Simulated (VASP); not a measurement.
# GaAs (F-43m) in VASP: single point with PBE

Aim: the single point of GaAs with PBE.

All numbers are computed with VASP 6.6.1; they aren't measurements. Logs are shortened: lines on timing, memory, paths and dates and some standing lists are left out, and cuts for length are marked.

## 1. The cell of the first run

The structure is cubic, space group F-43m (No. 216). Conventional cell: a = 5.746 Å, b = 5.746 Å, c = 5.746 Å, α = 90.00°, β = 90.00°, γ = 90.00°. Within 3.3 Å of Ga (site symmetry -43m) lie 4 As at 2.49 Å. Within 3.3 Å of As (site symmetry -43m) lie 4 Ga at 2.49 Å.

## 2. Single point, PBE

Input file INCAR:

```
PREC = Accurate
ENCUT = 520
EDIFF = 1E-7
ISMEAR = 0
SIGMA = 0.05
LREAL = False
LASPH = True
NELM = 100
ALGO = Normal
ISIF = 2
LWAVE = False
LCHARG = False
GGA = PE
NBANDS = 16
```

Input file KPOINTS:

```
Automatic mesh
0
Gamma
  10 10 10
```

Input file POSCAR:

```
GaAs
1.0
    0.0000000000      2.8729907773      2.8729907773
    2.8729907773      0.0000000000      2.8729907773
    2.8729907773      2.8729907773      0.0000000000
Ga As
1 1
Direct
    0.0000000000      0.0000000000      0.0000000000
    0.2500000000      0.2500000000      0.2500000000
```

Potentials or basis: VASP PAW PBE potentials, release 64 (Ga_d, As).

On the command line:

```sh
$ cat potpaw_PBE.64/Ga_d/POTCAR potpaw_PBE.64/As/POTCAR > POTCAR
$ mpirun -np 1 vasp_std > vasp.out
```

OUTCAR:

```text
PREC = Accurate
   ENCUT = 520
   EDIFF = 1E-7
   ISMEAR = 0
   LREAL = False
   LASPH = True
   NELM = 100
   ISIF = 2
   GGA = PE

 ion  position               nearest neighbor table
   1  0.000  0.000  0.000-   2 2.49   2 2.49   2 2.49   2 2.49
   2  0.250  0.250  0.250-   1 2.49   1 2.49   1 2.49   1 2.49

  LATTYP: Found a face centered cubic cell.
 ALAT       =     5.7459815546

  Lattice vectors:

 A1 = (   0.0000000000,   2.8729907773,   2.8729907773)
 A2 = (   2.8729907773,   0.0000000000,   2.8729907773)
 A3 = (   2.8729907773,   2.8729907773,   0.0000000000)

Analysis of symmetry for initial positions (statically):
=====================================================================
 Subroutine PRICEL returns:
 Original cell was already a primitive cell.

 Routine SETGRP: Setting up the symmetry group for a
 face centered cubic supercell.

 Subroutine GETGRP returns: Found 24 space group operations
 (whereof 24 operations were pure point group operations)
 out of a pool of 48 trial point group operations.

The static configuration has the point symmetry T_d .

Analysis of symmetry for dynamics (positions and initial velocities):
=====================================================================
 Subroutine PRICEL returns:
 Original cell was already a primitive cell.

 Routine SETGRP: Setting up the symmetry group for a
 face centered cubic supercell.

 Subroutine GETGRP returns: Found 24 space group operations
 (whereof 24 operations were pure point group operations)
 out of a pool of 48 trial point group operations.

The dynamic configuration has the point symmetry T_d .

 Subroutine INISYM returns: Found 24 space group operations
 (whereof 24 operations are pure point group operations),
 and found     1 'primitive' translations

----------------------------------------------------------------------------------------

                                     Primitive cell

  volume of cell :      47.4278

  direct lattice vectors                    reciprocal lattice vectors
     0.000000000  2.872990777  2.872990777    -0.174034669  0.174034669  0.174034669
     2.872990777  0.000000000  2.872990777     0.174034669 -0.174034669  0.174034669
     2.872990777  2.872990777  0.000000000     0.174034669  0.174034669 -0.174034669

  length of vectors
     4.063022522  4.063022522  4.063022522     0.301436890  0.301436890  0.301436890

  position of ions in fractional coordinates (direct lattice)
     0.000000000  0.000000000  0.000000000
     0.250000000  0.250000000  0.250000000

  ion indices of the primitive-cell ions
   primitive index   ion index
                 1           1
                 2           2

----------------------------------------------------------------------------------------

 KPOINTS: Automatic mesh

Automatic generation of k-mesh.
 Grid dimensions read from file:
 generate k-points for:   10   10   10

 Generating k-lattice:

  Cartesian coordinates                     Fractional coordinates (reciprocal lattice)
    -0.017403467  0.017403467  0.017403467     0.100000000  0.000000000  0.000000000
     0.017403467 -0.017403467  0.017403467     0.000000000  0.100000000  0.000000000
     0.017403467  0.017403467 -0.017403467     0.000000000  0.000000000  0.100000000

  Length of vectors
     0.030143689  0.030143689  0.030143689

  Shift w.r.t. Gamma in fractional coordinates (k-lattice)
     0.000000000  0.000000000  0.000000000

 Subroutine IBZKPT returns following result:
 ===========================================

 Found     47 irreducible k-points:

 Following reciprocal coordinates:
            Coordinates               Weight
  0.000000  0.000000  0.000000      1.000000
  0.100000  0.000000  0.000000      8.000000
  0.200000  0.000000  0.000000      8.000000
  0.300000  0.000000  0.000000      8.000000
  0.400000  0.000000  0.000000      8.000000
  0.500000  0.000000  0.000000      4.000000
[... 16 lines left out ...]
  0.300000  0.300000  0.000000      6.000000
  0.400000  0.300000  0.000000     24.000000
 [... further k-points ...]
   k-points           NKPTS =     47   k-points in BZ     NKDIM =     47   number of bands    NBANDS=     16
   number of dos      NEDOS =    301   number of ions     NIONS =      2
   total plane-waves  NPLWV =  27000
   dimension x,y,z NGX =    30 NGY =   30 NGZ =   30
   dimension x,y,z NGXF=    60 NGYF=   60 NGZF=   60
   ions per type =               1   1
   NGX,Y,Z   is equivalent  to a cutoff of  12.28, 12.28, 12.28 a.u.
   NGXF,Y,Z  is equivalent  to a cutoff of  24.55, 24.55, 24.55 a.u.
 SYSTEM =  unknown system
   PREC   = accura    normal or accurate (medium, high low for compatibility)
   ISTART =      0    job   : 0-new  1-cont  2-samecut
   ICHARG =      2    charge: 1-file 2-atom 10-const
   ISPIN  =      1    spin polarized calculation?
   LNONCOLLINEAR =      F non collinear calculations
   LSORBIT =      F    spin-orbit coupling
   LASPH  =      T    aspherical Exc in radial PAW
   ENCUT  =  520.0 eV  38.22 Ry    6.18 a.u.   7.55  7.55  7.55*2*pi/ulx,y,z
   NELM   =    100;   NELMIN=  2; NELMDL= -5     # of ELM steps
   EDIFF  = 0.1E-06   stopping-criterion for ELM
   LREAL  =      F    real-space projection
   EDIFFG = 0.1E-05   stopping-criterion for IOM
   NSW    =      0    number of steps for IOM
   IBRION =     -1    ionic relax: 0-MD 1-quasi-New 2-CG
   NFREE  =      0    steps in history (QN), initial steepest desc. (CG)
   ISIF   =      2    stress and relaxation
   ISYM   =      2    0-nonsym 1-usesym 2-fastsym
   POTIM  = 0.5000    time-step for ionic-motion
   TEBEG  =    0.0;   TEEND  =   0.0 temperature during run
   PSTRESS=    0.0 pullay stress
   NELECT =      18.0000    total number of electrons
   NUPDOWN=      -1.0000    fix difference up-down
   EMIN   =  10.00;   EMAX   =-10.00  energy-range for DOS
   EFERMI =   0.00;   METHOD = LEGACY
   ISMEAR =     0;   SIGMA  =   0.05  broadening in eV -4-tet -1-fermi 0-gaus
   EFERMI_NEDOS =   21; number of points for ismear=-14 and -15
   IALGO  =     38    algorithm
   IMIX   =      4    mixing-type and parameters
     AMIX     =   0.40;   BMIX     =  1.00
     AMIX_MAG =   1.60;   BMIX_MAG =  1.00
  volume/ion in A,a.u.               =      23.71       160.03
  Fermi-wavevector in a.u.,A,eV,Ry     =   1.185281  2.239857 19.114713  1.404892
  Thomas-Fermi vector in A             =   2.321478
   LORBIT       =      0    0 simple, 1 ext, 2 COOP (PROOUT), +10 PAW based schemes
   GGA     = PE    functional components
   LHFCALC =     F    Hartree Fock is set to
   AEXX    =    0.0000 exact exchange contribution
   IVDW    =     0    specifies the selected vdW correction
   LEPSILON=     F    determine dielectric tensor
   LRPA    =     F    only Hartree local field effects (RPA)
 non-spin polarized calculation
 Gauss-broadening in eV      SIGMA  =   0.05
  energy-cutoff  :      520.00
  volume of cell :       47.43
 maximum number of plane-waves:      1298
   NGX = 15   NGY = 15   NGZ = 15

 number of electron      17.9999987 magnetization

 Free energy of the ion-electron system (eV)
  ---------------------------------------------------
  ext. energy  EPLUGINS =         0.00000000
  ---------------------------------------------------
  free energy    TOTEN  =        -8.27525675 eV

  energy without entropy =       -8.27524956  energy(sigma->0) =       -8.27525316

 E-fermi :   3.5748     XC(G=0):  -9.3712

 val. band max:        3.4869170693   @ k =   0.0000   0.0000   0.0000
 cond. band min:       3.6478240595   @ k =   0.0000   0.0000   0.0000
 fundamental gap:      0.1609069902
 Fermi energy:         3.5747835293

 k-point     1 :       0.0000    0.0000    0.0000
  band No.  band energies     occupation
      1     -11.2393      2.00000
      2     -11.2393      2.00000
      3     -11.2393      2.00000
      4     -11.1714      2.00000
      5     -11.1714      2.00000
      6      -8.9006      2.00000
[... 8 lines left out ...]
     15      13.4896      0.00000
     16      13.4896      0.00000

 k-point     2 :       0.1000    0.0000    0.0000
  band No.  band energies     occupation
      1     -11.2463      2.00000
      2     -11.2374      2.00000
      3     -11.2374      2.00000
      4     -11.1715      2.00000
      5     -11.1715      2.00000
      6      -8.7914      2.00000
[... 8 lines left out ...]
     15      12.8587      0.00000
     16      12.8587      0.00000

 k-point     3 :       0.2000    0.0000    0.0000
  band No.  band energies     occupation
      1     -11.2636      2.00000
      2     -11.2326      2.00000
      3     -11.2326      2.00000
      4     -11.1714      2.00000
      5     -11.1714      2.00000
      6      -8.4778      2.00000
[... 8 lines left out ...]
     15      12.3844      0.00000
     16      12.4187      0.00000

 k-point     4 :       0.3000    0.0000    0.0000
  band No.  band energies     occupation
      1     -11.2834      2.00000
      2     -11.2274      2.00000
      3     -11.2274      2.00000
      4     -11.1705      2.00000
      5     -11.1705      2.00000
      6      -8.0105      2.00000
[... 8 lines left out ...]
     15      12.7274      0.00000
     16      12.7274      0.00000

 k-point     5 :       0.4000    0.0000    0.0000
  band No.  band energies     occupation
      1     -11.2985      2.00000
      2     -11.2240      2.00000
      3     -11.2240      2.00000
      4     -11.1689      2.00000
      5     -11.1689      2.00000
      6      -7.5189      2.00000
[... 8 lines left out ...]
     15      13.8790      0.00000
     16      13.8790      0.00000

 k-point     6 :       0.5000    0.0000    0.0000
  band No.  band energies     occupation
      1     -11.3041      2.00000
      2     -11.2229      2.00000
      3     -11.2229      2.00000
      4     -11.1681      2.00000
      5     -11.1681      2.00000
      6      -7.2822      2.00000
[... 8 lines left out ...]
     15      15.1182      0.00000
     16      15.1182      0.00000

 k-point     7 :       0.1000    0.1000    0.0000
  band No.  band energies     occupation
      1     -11.2506      2.00000
      2     -11.2355      2.00000
      3     -11.2355      2.00000
      4     -11.1729      2.00000
      5     -11.1703      2.00000
      6      -8.7549      2.00000
[... 8 lines left out ...]
     15      12.0192      0.00000
     16      13.6469      0.00000

 k-point     8 :       0.2000    0.1000    0.0000
  band No.  band energies     occupation
      1     -11.2646      2.00000
      2     -11.2316      2.00000
      3     -11.2307      2.00000
      4     -11.1743      2.00000
      5     -11.1694      2.00000
      6      -8.5089      2.00000
[... 8 lines left out ...]
     15      12.7905      0.00000
     16      13.3739      0.00000

 k-point     9 :       0.3000    0.1000    0.0000
  band No.  band energies     occupation
      1     -11.2823      2.00000
      2     -11.2272      2.00000
      3     -11.2252      2.00000
      4     -11.1745      2.00000
      5     -11.1683      2.00000
      6      -8.0892      2.00000
[... 8 lines left out ...]
     15      13.1621      0.00000
     16      13.4955      0.00000
[... 172 lines left out ...]
 k-point    19 :       0.5000    0.2000    0.0000
  band No.  band energies     occupation
      1     -11.3106      2.00000
      2     -11.2175      2.00000
      3     -11.2135      2.00000
      4     -11.1766      2.00000
      5     -11.1664      2.00000
      6      -7.1051      2.00000
[... 8 lines left out ...]
     15      15.1151      0.00000
     16      15.1831      0.00000

 k-point    20 :      -0.4000    0.2000    0.0000
  band No.  band energies     occupation
      1     -11.3100      2.00000
      2     -11.2183      2.00000
      3     -11.2147      2.00000
      4     -11.1732      2.00000
      5     -11.1691      2.00000
      6      -7.0396      2.00000
[... 8 lines left out ...]
     15      13.4231      0.00000
     16      14.9014      0.00000

 k-point    21 :      -0.3000    0.2000    0.0000
  band No.  band energies     occupation
      1     -11.3023      2.00000
      2     -11.2200      2.00000
      3     -11.2186      2.00000
      4     -11.1723      2.00000
      5     -11.1707      2.00000
      6      -7.3767      2.00000
[... 8 lines left out ...]
     15      13.4951      0.00000
     16      15.3521      0.00000

 k-point    22 :      -0.2000    0.2000    0.0000
  band No.  band energies     occupation
      1     -11.2894      2.00000
      2     -11.2245      2.00000
      3     -11.2229      2.00000
      4     -11.1738      2.00000
      5     -11.1696      2.00000
      6      -7.8485      2.00000
[... 8 lines left out ...]
     15      13.8694      0.00000
     16      14.5436      0.00000

 k-point    23 :       0.3000    0.3000    0.0000
  band No.  band energies     occupation
      1     -11.3051      2.00000
      2     -11.2127      2.00000
      3     -11.2127      2.00000
      4     -11.1841      2.00000
      5     -11.1642      2.00000
      6      -7.6966      2.00000
[... 8 lines left out ...]
     15      14.8892      0.00000
     16      15.6238      0.00000

 k-point    24 :       0.4000    0.3000    0.0000
  band No.  band energies     occupation
      1     -11.3155      2.00000
      2     -11.2088      2.00000
      3     -11.2077      2.00000
      4     -11.1857      2.00000
      5     -11.1632      2.00000
      6      -7.2941      2.00000
[... 8 lines left out ...]
     15      15.5507      0.00000
     16      15.9805      0.00000

 [... further k-points ...]
[... 5 lines left out ...]
  --------------------------------------------------------------------------------------
  -------------------------------------------------------------------------------------
  Total        0.0429047      0.0429047      0.0429047      0.0000000     -0.0000000      0.0000000
  in kB        1.4493832      1.4493832      1.4493832      0.0000000     -0.0000000      0.0000000
  external PRESSURE =       1.4493832 kB  Pullay stress =       0.0000000 kB

 VOLUME and BASIS-vectors are now :
 -----------------------------------------------------------------------------
  energy-cutoff  :      520.00
  volume of cell :       47.43
      direct lattice vectors                 reciprocal lattice vectors
     0.000000000  2.872990777  2.872990777    -0.174034669  0.174034669  0.174034669
     2.872990777  0.000000000  2.872990777     0.174034669 -0.174034669  0.174034669
     2.872990777  2.872990777  0.000000000     0.174034669  0.174034669 -0.174034669

 POSITION                                       TOTAL-FORCE (eV/Angst)
 -----------------------------------------------------------------------------------
      0.00000      0.00000      0.00000        -0.000000     -0.000000      0.000000
      1.43650      1.43650      1.43650         0.000000      0.000000     -0.000000
 -----------------------------------------------------------------------------------
    total drift:                                0.000002      0.000002      0.000002

  FREE ENERGIE OF THE ION-ELECTRON SYSTEM (eV)
  ---------------------------------------------------
  free  energy   TOTEN  =        -8.2752567546 eV

  energy  without entropy=       -8.2752495580  energy(sigma->0) =       -8.27525316
```

Run time: 61 s. Hardware: 1 thread of Intel Xeon 6975P-C, shared host; peak memory 0.19 GiB.

What came out:

```
Free energy            : -8.2753 eV
Pressure               : 0.1 GPa
Band gap on the k mesh : 0.16 eV, direct
```
